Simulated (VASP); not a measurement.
# LiH (P6_3/mmc) in VASP: further runs

The runs below take LiH through G0W0 quasiparticle levels, with PBE.

All numbers are computed with VASP 6.6.1; they aren't measurements. Logs are shortened: lines on timing, memory, paths and dates and some standing lists are left out, and cuts for length are marked.

### 1 The cell of the first run

Symmetry: P6_3/mmc, No. 194, hexagonal system. The conventional cell has a = 3.255 Å, b = 3.255 Å, c = 4.069 Å, α = 90.00°, β = 90.00°, γ = 120.00°. Li (site symmetry -6m2) has 5 H at 1.88 to 2.03 Å within 2.5 Å. H (site symmetry -6m2) has 5 Li at 1.88 to 2.03 Å within 2.5 Å.

### 2 G0W0 quasiparticle levels, PBE

Contents of POSCAR:

```
LiH
1.0
    3.2548234050      0.0000000000      0.0000000000
   -1.6274117025      2.8187597536      0.0000000000
    0.0000000000      0.0000000000      4.0690682714
Li H
2 2
Direct
    0.3333333333      0.6666666667      0.2500000000
    0.6666666667      0.3333333333      0.7500000000
    0.6666666667      0.3333333333      0.2500000000
    0.3333333333      0.6666666667      0.7500000000
```

Contents of INCAR.step1:

```
SYSTEM = LiH
ALGO = Normal ; EDIFF = 1E-8
ENCUT = 500 ; GGA = PE
ISMEAR = 0 ; LASPH = .True.
LCHARG = .False. ; LREAL = .False.
LWAVE = .True. ; NELM = 60
PREC = Accurate ; SIGMA = 0.01
```

Contents of INCAR.step2:

```
SYSTEM = LiH
ALGO = Exact ; EDIFF = 1E-8
ENCUT = 500 ; GGA = PE
ISMEAR = 0 ; ISTART = 1
LASPH = .True. ; LCHARG = .False.
LOPTICS = .True. ; LREAL = .False.
LWAVE = .True. ; NBANDS = 62
NELM = 1 ; PREC = Accurate
SIGMA = 0.01
```

Contents of INCAR.step3:

```
SYSTEM = LiH
ALGO = EVGW0 ; EDIFF = 1E-8
ENCUT = 500 ; ENCUTGW = 80.0
GGA = PE ; ISMEAR = 0
ISTART = 1 ; LASPH = .True.
LCHARG = .False. ; LREAL = .False.
LWAVE = .False. ; NBANDS = 62
NBANDSGW = 10 ; NELMGW = 1
NOMEGA = 96 ; OMEGAMAX = 20
PREC = Accurate ; PRECFOCK = Fast
SIGMA = 0.01
```

Contents of KPOINTS:

```
k-points
0
Gamma
  6 6 4
  0 0 0
```

Potentials or basis: VASP PAW PBE potentials, release 64 (Li_GW, H_GW).

On the command line:

```bash
$ cat potpaw_PBE.64/Li_GW/POTCAR potpaw_PBE.64/H_GW/POTCAR > POTCAR
$ cp INCAR.step1 INCAR
$ mpirun -np 1 vasp_std > vasp.out
$ cp INCAR.step2 INCAR
$ mpirun -np 1 vasp_std > vasp.out
$ cp INCAR.step3 INCAR
$ mpirun -np 1 vasp_std > vasp.out
```

OUTCAR:

```text
SYSTEM = LiH
   EDIFF = 1E-8
   ENCUT = 500
   ENCUTGW = 80.0
   GGA = PE
   ISMEAR = 0
   ISTART = 1
   LASPH = .True.
   LREAL = .False.
   NELMGW = 1
   PREC = Accurate
   PRECFOCK = Fast

 ion  position               nearest neighbor table
   1  0.333  0.667  0.250-   3 1.88   3 1.88   3 1.88   4 2.03   4 2.03   2 2.77   2 2.77   2 2.77
                             2 2.77   2 2.77   2 2.77
   2  0.667  0.333  0.750-   4 1.88   4 1.88   4 1.88   3 2.03   3 2.03   1 2.77   1 2.77   1 2.77
                             1 2.77   1 2.77   1 2.77
   3  0.667  0.333  0.250-   1 1.88   1 1.88   1 1.88   2 2.03   2 2.03
   4  0.333  0.667  0.750-   2 1.88   2 1.88   2 1.88   1 2.03   1 2.03

  LATTYP: Found a hexagonal cell.
 ALAT       =     3.2548234050
 C/A-ratio  =     1.2501656050

  Lattice vectors:

 A1 = (   3.2548234050,   0.0000000000,   0.0000000000)
 A2 = (  -1.6274117025,   2.8187597536,   0.0000000000)
 A3 = (   0.0000000000,   0.0000000000,   4.0690682714)

Analysis of symmetry for initial positions (statically):
=====================================================================
 Subroutine PRICEL returns:
 Original cell was already a primitive cell.

 Routine SETGRP: Setting up the symmetry group for a
 hexagonal supercell.

 Subroutine GETGRP returns: Found 24 space group operations
 (whereof 12 operations were pure point group operations)
 out of a pool of 24 trial point group operations.

The static configuration has the point symmetry D_3d.
 The point group associated with its full space group is D_6h.

Analysis of symmetry for dynamics (positions and initial velocities):
=====================================================================
 Subroutine PRICEL returns:
 Original cell was already a primitive cell.

 Routine SETGRP: Setting up the symmetry group for a
 hexagonal supercell.

 Subroutine GETGRP returns: Found 24 space group operations
 (whereof 12 operations were pure point group operations)
 out of a pool of 24 trial point group operations.

The dynamic configuration has the point symmetry D_3d.
 The point group associated with its full space group is D_6h.

 Subroutine INISYM returns: Found 24 space group operations
 (whereof 12 operations are pure point group operations),
 and found     1 'primitive' translations

----------------------------------------------------------------------------------------

                                     Primitive cell

  volume of cell :      37.3319

  direct lattice vectors                    reciprocal lattice vectors
     3.254823405  0.000000000  0.000000000     0.307236331  0.177382978  0.000000000
    -1.627411702  2.818759754  0.000000000     0.000000000  0.354765956  0.000000000
     0.000000000  0.000000000  4.069068271     0.000000000  0.000000000  0.245756506

  length of vectors
     3.254823405  3.254823405  4.069068271     0.354765956  0.354765956  0.245756506

  position of ions in fractional coordinates (direct lattice)
     0.333333333  0.666666667  0.250000000
     0.666666667  0.333333333  0.750000000
     0.666666667  0.333333333  0.250000000
     0.333333333  0.666666667  0.750000000

  ion indices of the primitive-cell ions
   primitive index   ion index
                 1           1
                 2           2
                 3           3
                 4           4

----------------------------------------------------------------------------------------

 KPOINTS: k-points

Automatic generation of k-mesh.
 Grid dimensions read from file:
 generate k-points for:    6    6    4

 Generating k-lattice:

  Cartesian coordinates                     Fractional coordinates (reciprocal lattice)
     0.051206055  0.029563830  0.000000000     0.166666667 -0.000000000  0.000000000
     0.000000000  0.059127659  0.000000000     0.000000000  0.166666667  0.000000000
     0.000000000  0.000000000  0.061439126     0.000000000  0.000000000  0.250000000

  Length of vectors
     0.059127659  0.059127659  0.061439126

  Shift w.r.t. Gamma in fractional coordinates (k-lattice)
     0.000000000  0.000000000  0.000000000

 Subroutine IBZKPT returns following result:
 ===========================================

 Found     21 irreducible k-points:

 Following reciprocal coordinates:
            Coordinates               Weight
  0.000000  0.000000  0.000000      1.000000
  0.166667 -0.000000  0.000000      6.000000
  0.333333 -0.000000  0.000000      6.000000
  0.500000 -0.000000  0.000000      3.000000
  0.166667  0.166667  0.000000      6.000000
  0.333333  0.166667  0.000000     12.000000
[... 13 lines left out ...]
  0.333333  0.166667  0.500000     12.000000
  0.333333  0.333333  0.500000      2.000000
   k-points           NKPTS =     21   k-points in BZ     NKDIM =    144   number of bands    NBANDS=     62
   number of dos      NEDOS =    301   number of ions     NIONS =      4
   total plane-waves  NPLWV =  17280
   dimension x,y,z NGX =    24 NGY =   24 NGZ =   30
   dimension x,y,z NGXF=    48 NGYF=   48 NGZF=   60
   ions per type =               2   2
   NGX,Y,Z   is equivalent  to a cutoff of  12.26, 12.26, 12.26 a.u.
   NGXF,Y,Z  is equivalent  to a cutoff of  24.52, 24.52, 24.51 a.u.
 SYSTEM =  LiH
   PREC   = accura    normal or accurate (medium, high low for compatibility)
   ISTART =      1    job   : 0-new  1-cont  2-samecut
   ICHARG =      0    charge: 1-file 2-atom 10-const
   ISPIN  =      1    spin polarized calculation?
   LNONCOLLINEAR =      F non collinear calculations
   LSORBIT =      F    spin-orbit coupling
   LASPH  =      T    aspherical Exc in radial PAW
   ENCUT  =  500.0 eV  36.75 Ry    6.06 a.u.   5.93  5.93  7.42*2*pi/ulx,y,z
   NELM   =     60;   NELMIN=  2; NELMDL=  0     # of ELM steps
   EDIFF  = 0.1E-07   stopping-criterion for ELM
   LREAL  =      F    real-space projection
   EDIFFG = 0.1E-06   stopping-criterion for IOM
   NSW    =      0    number of steps for IOM
   IBRION =     -1    ionic relax: 0-MD 1-quasi-New 2-CG
   NFREE  =      0    steps in history (QN), initial steepest desc. (CG)
   ISIF   =      0    stress and relaxation
   ISYM   =      3    0-nonsym 1-usesym 2-fastsym
   POTIM  = 0.5000    time-step for ionic-motion
   TEBEG  =    0.0;   TEEND  =   0.0 temperature during run
   PSTRESS=    0.0 pullay stress
   NELECT =       4.0000    total number of electrons
   NUPDOWN=      -1.0000    fix difference up-down
   EMIN   =  10.00;   EMAX   =-10.00  energy-range for DOS
   EFERMI =   0.00;   METHOD = LEGACY
   ISMEAR =     0;   SIGMA  =   0.01  broadening in eV -4-tet -1-fermi 0-gaus
   EFERMI_NEDOS =   21; number of points for ismear=-14 and -15
   IALGO  =     38    algorithm
   IMIX   =      4    mixing-type and parameters
     AMIX     =   0.40;   BMIX     =  1.00
     AMIX_MAG =   1.60;   BMIX_MAG =  1.00
  volume/ion in A,a.u.               =       9.33        62.98
  Fermi-wavevector in a.u.,A,eV,Ry     =   0.777561  1.469378  8.226105  0.604602
  Thomas-Fermi vector in A             =   1.880274
   LORBIT       =      0    0 simple, 1 ext, 2 COOP (PROOUT), +10 PAW based schemes
   GGA     = PE    functional components
   LHFCALC =     T    Hartree Fock is set to
   PRECFOCK=fast      Normal, Fast or Accurate (Low or Medium for compatibility)
   ENCUT4O =  -1.0   cutoff for four orbital integrals eV
   NKREDX  =     1    reduce k-point grid by
   NKREDY  =     1    reduce k-point grid by
   NKREDZ  =     1    reduce k-point grid by
   AEXX    =    1.0000 exact exchange contribution
   HFSCREEN=    0.0000 screening length (either q_TF or 0.3 A-1)
   HFSCREENC=   0.0000 screening length for correlation (either q_TF or 0.3 A-1)
   ENCUTFOCK=  -1.0 apply spherical cutoff to Coloumb kernel
   IVDW    =     0    specifies the selected vdW correction
   LEPSILON=     F    determine dielectric tensor
   LRPA    =     F    only Hartree local field effects (RPA)
   LRPAFORCE           =     F    calculate RPA forces
   ENCUTGW             =  80.0    cutoff for response function in eV
   ENCUTGWSOFT         =  64.0    soft cutoff for Coulomb kernel in GW response function in eV
   ENCUTLF             =  -1.0    cutoff for local field effects
   NELMGW              =     1    number of iterations in solving QP/BSE equation
   NELMHF              =     1    number of iterations in the inner HF iteration
   NKREDLFX            =     1    NKREDLFY  =   1   NKREDLFZ  =   1
 non-spin polarized calculation
 Gauss-broadening in eV      SIGMA  =   0.01
  energy-cutoff  :      500.00
  volume of cell :       37.33
 maximum number of plane-waves:       960
 NGX is ok and might be reduce to    24
  NGX = 14; NGY = 14; NGZ = 18
   NGX = 11   NGY = 11   NGZ = 15
 maximum number of plane-waves:        78
 NGX is ok and might be reduce to    10

 QP shifts <psi_nk| G(iteration)W_0 |psi_nk>: iteration 1
 for sc-GW calculations column KS-energies equals QP-energies in previous step
 and V_xc(KS)=  KS-energies - (<T + V_ion + V_H > + <T+V_H+V_ion>^1  + <V_x>^1)

 k-point   1 :       0.0000    0.0000    0.0000
  band No.  KS-energies  QP-energies   sigma(KS)   V_xc(KS)     V^pw_x(r,r')   Z            occupation Imag(sigma)

      1      -7.7873      -9.2996     -11.3288      -9.0792     -14.7068       0.6723       2.0000       0.1979
      2      -2.5345      -3.7905     -12.8847     -11.2433     -14.5369       0.7652       2.0000       0.0481
      3       0.5325       1.3006      -6.1605      -7.1212      -3.0970       0.7996       0.0000      -0.0558
      4       8.1563       9.2444      -6.2299      -7.6611      -2.0270       0.7603       0.0000      -0.2050
      5       8.1563       9.2444      -6.2299      -7.6611      -2.0270       0.7603       0.0000      -0.2050
      6       8.8724       9.5845      -8.0413      -8.9936      -3.4101       0.7478       0.0000      -0.5869
      7      10.8570      11.4420      -5.8900      -6.6779      -1.0888       0.7425       0.0000      -0.5746
      8      10.8570      11.4420      -5.8900      -6.6779      -1.0888       0.7425       0.0000      -0.5746
      9      12.5589      13.1521      -6.6737      -7.4817      -1.7497       0.7341       0.0000      -0.6894
     10      15.2462      16.5626      -6.1119      -7.8472      -1.3170       0.7586       0.0000      -0.6226

 k-point   2 :       0.1667   -0.0000    0.0000
  band No.  KS-energies  QP-energies   sigma(KS)   V_xc(KS)     V^pw_x(r,r')   Z            occupation Imag(sigma)

      1      -7.4570      -8.9661     -11.3696      -9.1554     -14.5869       0.6816       2.0000       0.1729
      2      -2.7196      -3.9684     -12.8240     -11.1872     -14.5094       0.7630       2.0000       0.0496
      3       1.0319       1.8246      -6.1401      -7.1362      -2.9701       0.7958       0.0000      -0.0589
      4       5.3883       6.1244      -6.6437      -7.6225      -2.6804       0.7521       0.0000      -0.1634
      5       6.6790       7.6612      -6.1174      -7.4111      -2.0623       0.7593       0.0000      -0.1680
      6       8.5281       9.3439      -7.0860      -8.1760      -2.7025       0.7485       0.0000      -0.3596
      7      11.9450      12.7659      -6.3780      -7.4770      -1.5977       0.7470       0.0000      -0.5744
      8      12.6148      13.4177      -6.4113      -7.5026      -1.4547       0.7356       0.0000      -0.6133
      9      12.6974      13.6544      -6.3048      -7.5583      -1.4868       0.7635       0.0000      -0.6331
     10      12.7018      13.6129      -5.7438      -6.9687      -0.8953       0.7438       0.0000      -0.5422
[... 253 lines left out ...]
 k-point  21 :       0.3333    0.3333    0.5000
  band No.  KS-energies  QP-energies   sigma(KS)   V_xc(KS)     V^pw_x(r,r')   Z            occupation Imag(sigma)

      1      -4.6915      -6.0586     -12.2733     -10.4195     -14.4826       0.7375       2.0000       0.0709
      2      -4.6915      -6.0586     -12.2733     -10.4195     -14.4826       0.7375       2.0000       0.0709
      3       1.5315       2.1838      -5.7134      -6.5385      -2.3263       0.7906       0.0000      -0.0684
      4       1.5315       2.1838      -5.7134      -6.5385      -2.3263       0.7906       0.0000      -0.0684
      5       4.5062       5.3056      -6.3619      -7.3987      -2.6427       0.7710       0.0000      -0.0916
      6       4.5062       5.3056      -6.3619      -7.3987      -2.6427       0.7710       0.0000      -0.0916
      7      12.4480      13.4405      -7.5649      -8.9531      -2.4646       0.7150       0.0000      -0.6564
      8      12.4480      13.4405      -7.5649      -8.9531      -2.4646       0.7150       0.0000      -0.6564
      9      15.2170      16.2879      -5.9162      -7.3315      -0.9369       0.7567       0.0000      -0.7752
     10      15.2170      16.2879      -5.9162      -7.3315      -0.9369       0.7567       0.0000      -0.7752
```

Wall time 3.8 min (1 thread of Intel Xeon Platinum 8259CL at 2.50GHz (Skylake/Cascade Lake), shared host); peak memory 0.57 GiB.

What came out:

* Quasiparticle gap: 3.66 eV
* Least direct quasiparticle gap: 5.09 eV
* Band gap of the starting levels on the mesh: 1.83 eV
* Least direct gap of the starting levels on the mesh: 3.07 eV

Caveat: the k points lie up to 0.39 Å⁻¹ apart; bands, screening cutoff and mesh are small and nothing is extrapolated, so the quasiparticle values aren't converged.

[end of part 1 of 2]
